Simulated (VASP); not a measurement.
The system is LiH.

```
Li H
1.0
     3.24106    0.00000    0.00000
    -1.62053    2.80684    0.00000
     0.00000    0.00000   18.37664
Li H
6 6
Direct
  0.00000 0.00000 0.12140
  0.00000 0.00000 0.26029
  0.66667 0.33333 0.44821
  0.33333 0.66667 0.63613
  0.33333 0.66667 0.78168
  0.66667 0.33333 0.92723
  0.00000 0.00000 0.00000
  0.33333 0.66667 0.18751
  0.66667 0.33333 0.33306
  0.66667 0.33333 0.56335
  0.00000 0.00000 0.70890
  0.00000 0.00000 0.85445
```

* Program: VASP 6.6.1
* Task: relaxation of cell and atoms
* Functional: PBE
* Potentials or basis: VASP PAW PBE potentials, release 64 (Li_sv, H)
* Cutoff: 600 eV
* k mesh: 6 × 6 × 1
* Occupations: gaussian, width 0.1 eV
* Spin: no spin polarisation

At the start: pressure -6.2 GPa; volume 13.93 Å³/atom.

Task: Where does the relaxation end?

Result: Over 15 steps the energy falls by 178.8 meV/atom and the volume is 9.33 Å³/atom (-33.0 %); space group P3m1 (No. 156, to 0.1 Å) before and after.

The path:
```tsv
step	energy change (eV)	largest force (eV/Å)	pressure (GPa)	volume (Å³)
1	0.0000	0.9247	-6.16	167.18
2	-0.6882	0.9069	-5.70	154.51
3	-1.8251	0.5924	-1.32	120.00
4	-2.0090	0.3785	-0.66	115.20
5	-2.0736	0.3787	0.17	110.77
6	-2.0741	0.4013	0.26	110.33
7	-2.1031	0.1794	0.36	110.05
8	-2.1094	0.2887	0.45	109.85
9	-2.1261	0.1296	0.27	110.60
10	-2.1315	0.1782	0.11	111.35
11	-2.1390	0.1070	-0.04	112.01
12	-2.1407	0.1208	-0.15	112.52
13	-2.1441	0.0606	-0.17	112.49
14	-2.1441	0.0648	-0.17	112.49
15	-2.1452	0.0255	-0.01	111.99
```

Final structure:
```cif
data_structure
_symmetry_space_group_name_H-M 'P 1'
_symmetry_Int_Tables_number 1
_cell_length_a 2.8906
_cell_length_b 2.8906
_cell_length_c 15.4763
_cell_angle_alpha 90.000
_cell_angle_beta 90.000
_cell_angle_gamma 120.000
_cell_volume 111.99
loop_
_atom_site_label
_atom_site_type_symbol
_atom_site_fract_x
_atom_site_fract_y
_atom_site_fract_z
_atom_site_occupancy
Li1 Li 0.00000 0.00000 0.11880 1
Li2 Li 0.00000 0.00000 0.27777 1
Li3 Li 0.66667 0.33333 0.44607 1
Li4 Li 0.33333 0.66667 0.61841 1
Li5 Li 0.33333 0.66667 0.78320 1
Li6 Li 0.66667 0.33333 0.94570 1
H1 H 0.00000 0.00000 0.01020 1
H2 H 0.33333 0.66667 0.18801 1
H3 H 0.66667 0.33333 0.33710 1
H4 H 0.66667 0.33333 0.55063 1
H5 H 0.00000 0.00000 0.69113 1
H6 H 0.00000 0.00000 0.85519 1
```

Caveat: the cutoff is under 1.25 times the usual one of these potentials, so pressure, stress and relaxed cells hold a basis-set (Pulay) error; the volume moved by over 15 % at a fixed basis, so the end points are rough.
